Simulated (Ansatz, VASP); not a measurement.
Two plane-wave programs on Te

INCAR

```
PREC = Accurate ; ENCUT = 520
EDIFF = 1E-7 ; ISMEAR = -1
SIGMA = 0.1 ; LREAL = F
LASPH = T ; NELM = 100
ALGO = Normal ; ISIF = 2
LWAVE = F ; LCHARG = T
GGA = RP ; LELF = T
LVHAR = T ; NBANDS = 9
```

File KPOINTS:

```
Automatic mesh
0
Gamma
  13 13 13
```

File POSCAR:

```
Te
1.0
    0.0000000000      2.5342492123      2.5342492123
    2.5342492123      0.0000000000      2.5342492123
    2.5342492123      2.5342492123      0.0000000000
Te
1
Direct
    0.0000000000      0.0000000000      0.0000000000
```

Input for Ansatz:

```yaml
crystal:
  lattice:
    - [0.0, 2.5342492123, 2.5342492123]
    - [2.5342492123, 0.0, 2.5342492123]
    - [2.5342492123, 2.5342492123, 0.0]
  atoms:
    - { symbol: Te, position: [0.0, 0.0, 0.0] }
hamiltonian:
  xc: rpbe
  pseudopotentials:
    kind: paw
    azcp:
      Te: "pseudopotentials/Te.paw.azcp"
basis:
  ecutwfc: 420
  fft_grid_basis: typed
kpoints:
  mp_grid: { grid: [13, 13, 13], shift: [0, 0, 0] }
magnetization:
  spin_polarized: false
scf:
  occupations: { method: fermi_dirac, width: 0.1 }
  lower_state_search: "off"
output:
  stress: true
  write_density: true
  write_potential: true
  elf: true
  volumetric_format: npy
```

Alike in both runs: task single point; functional RPBE; k mesh 13 × 13 × 13; occupations fermi-dirac, width 0.1 eV; no spin polarisation.

|  | VASP | Ansatz |
| --- | --- | --- |
| version | VASP 6.6.1 | Ansatz 0.2.0 |
| potentials or method | VASP PAW PBE potentials, release 64 (Te), cutoff 520 eV | plane waves (420 eV) with PAW, scalar-relativistic |
| valence electrons in the cell | 6 | 16 |

```csv
,VASP,Ansatz,Ansatz less VASP
pressure (GPa),-4.1,-4.0,+0.08
```

VASP's potentials were made for PBE, not for RPBE. VASP's potentials hold 6 valence electrons a cell and Ansatz's 16, so a difference there can come from the potentials and not from the codes.

Spin-orbit coupling is off throughout.
